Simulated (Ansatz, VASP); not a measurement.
**Zn in VASP and in Ansatz**

```
CELL_PARAMETERS angstrom
2.64906 0.00000 0.00000
-1.32453 2.29415 0.00000
0.00000 0.00000 5.12510
ATOMIC_POSITIONS crystal
Zn 0.33333 0.66667 0.25000
Zn 0.66667 0.33333 0.75000
```

Alike in both runs: functional PBE; k mesh 6 × 6 × 4; occupations gaussian, width 0.1 eV; no spin polarisation.

Ansatz relaxed the structure, and its values are those at the end. VASP's run is a single point on that final structure, the one shown.

```csv
,VASP,Ansatz
version,VASP 6.6.1,Ansatz 0.2.0
potentials or method,"VASP PAW PBE potentials, release 64 (Zn), cutoff 520 eV","scalar-relativistic, plane waves, PAW"
valence electrons in the cell,24,24
```

Ansatz gave:

- gap on the k mesh at the Fermi level (eV): none
- pressure (GPa): 0.0

Q: Estimate VASP's values.

A: gap on the k mesh at the Fermi level (eV): none; pressure (GPa): 0.3.

A gap of «none» marks a metal or a gap that the smearing closes. With one functional, cell and mesh, what is left measures potentials, basis and numerics.

The k mesh is coarse, so the values compare programs but aren't converged.
